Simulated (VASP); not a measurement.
A run of VASP 6.6.1:

The input INCAR:

```
SYSTEM = BN
  PREC = Accurate
  ENCUT = 520
  EDIFF = 1E-6
  ISMEAR = 0
  SIGMA = 0.02
  LREAL = .FALSE.
  LASPH = .TRUE.
  NELM = 60
  ALGO = Normal
  ISIF = 2
  LWAVE = .FALSE.
  LCHARG = .TRUE.
  LDIPOL = .TRUE.
  IDIPOL = 3
  DIPOL = 0.5 0.5 0.500
  GGA = PE
  IVDW = 12
  LELF = .TRUE.
  LVHAR = .TRUE.
  LVACPOTAV = .TRUE.
  NBANDS = 11
```

Contents of KPOINTS:

```
regular mesh
0
G
  12 12 1
  0 0 0
```

POSCAR

```
BN
1.0
    2.4480000000      0.0000000000      0.0000000000
   -1.2240000000      2.1200301885      0.0000000000
    0.0000000000      0.0000000000     26.0000000000
B N
1 1
Direct
    0.0000000000      0.0000000000      0.5055000000
    0.6666666667      0.3333333333      0.4945000000
```

Potentials or basis: VASP PAW PBE potentials, release 64 (B, N).

The run is started by

```sh
$ cat potpaw_PBE.64/B/POTCAR potpaw_PBE.64/N/POTCAR > POTCAR
$ mpirun -np 1 vasp_std > vasp.out
```

Hardware: 1 thread of Intel(R) Xeon(R) Platinum 8259CL CPU @ 2.50GHz (Skylake/Cascade Lake) (shared host).

Question: How long does it take, and how much memory?

Answer: It took 50 s on 1 thread of Intel(R) Xeon(R) Platinum 8259CL CPU @ 2.50GHz (Skylake/Cascade Lake) (shared host), peak memory 0.24 GiB. Counts: scf iterations 21, k points 19.
